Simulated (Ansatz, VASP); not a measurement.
## Al in VASP and in Ansatz

```
CELL_PARAMETERS angstrom
2.22127 -4.03173 0.00000
2.22127 4.03173 0.00000
0.00000 0.00000 4.57837
ATOMIC_POSITIONS crystal
Al 0.65571 0.34429 0.43155
Al 0.84429 0.15571 0.93155
Al 0.34429 0.65571 0.56845
Al 0.15571 0.84429 0.06845
```

Alike in both runs: functional PBE; k mesh 12 × 12 × 10; occupations gaussian, width 0.1 eV; no spin polarisation.

Ansatz relaxed the structure, and its values are those at the end. VASP's run is a single point on that final structure, the one shown.

```csv
,VASP,Ansatz
version,VASP 6.6.1,Ansatz 0.2.0
potentials or method,"VASP PAW PBE potentials, release 64 (Al), cutoff 520 eV","scalar-relativistic, plane waves, PAW"
valence electrons in the cell,12,12
```

```csv
,VASP,Ansatz,Ansatz less VASP
gap on the k mesh at the Fermi level (eV),none,none,-
pressure (GPa),0.0,0.0,+0.04
```

A gap of «none» marks a metal or a gap that the smearing closes. The functional is the same, so the differences come from potentials, cutoffs and numerics.
